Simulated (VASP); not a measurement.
Here is a VASP 6.6.1 calculation.

The input INCAR:

```
SYSTEM = Al4Co
PREC     = Accurate       ! precision mode
ENCUT    = 520            ! plane-wave cutoff, eV
EDIFF    = 1E-6           ! SCF threshold, eV
ISMEAR   = 0              ! smearing method
SIGMA    = 0.1            ! smearing width, eV
LREAL    = .FALSE.        ! projectors in reciprocal space
LASPH    = .TRUE.         ! aspherical terms in the spheres
NELM     = 80             ! most SCF steps
ALGO     = Fast           ! electronic algorithm
ISIF     = 2              ! what is computed and relaxed
LWAVE    = .FALSE.        ! write WAVECAR
LCHARG   = .FALSE.        ! write CHGCAR
GGA      = PE             ! functional
NBANDS   = 18             ! bands
```

Contents of KPOINTS:

```
regular mesh
0
G
  4 4 4
  0 0 0
```

Contents of POSCAR:

```
Al4Co
1.0
    2.8765233802     -3.4071733343      0.0000000000
    2.8765233802      3.4071733343      0.0000000000
   -1.0633136203      0.0000000000      4.3462194633
Al Co
4 1
Direct
    0.0400378963      0.4605947743      0.0301310752
    0.4605947743      0.0400378963      0.0301310752
    0.0292588612      0.0292588612      0.4562323030
    0.5500965262      0.5500965262      0.5643124806
    0.9188018277      0.9188018277      0.9192091012
```

Potentials or basis: VASP PAW PBE potentials, release 64 (Al, Co).

Run with:

```sh
$ cat potpaw_PBE.64/Al/POTCAR potpaw_PBE.64/Co/POTCAR > POTCAR
$ mpirun -np 1 vasp_std > vasp.out
```

Problem. Estimate the pressure.

Solution. 0.1 GPa.

Problem. What does it give for the band gap on the k mesh?

Solution. Zero (an odd number of electrons rules out a gap without spin polarisation).

Forces in eV/Å, atoms in the order of the input:
```
Al  -0.006  0.030 -0.032
Al  -0.006 -0.030 -0.032
Al  -0.060  0.000  0.036
Al   0.021  0.000  0.031
Co   0.050  0.000 -0.003
```

Caveat: the k points lie up to 0.36 Å⁻¹ apart, too coarse for converged energies and pressures of a metal; the run has no spin polarisation, though such a crystal can be magnetic. Spin polarisation is off, so any magnetic state and its effect on volume and gap are missing.
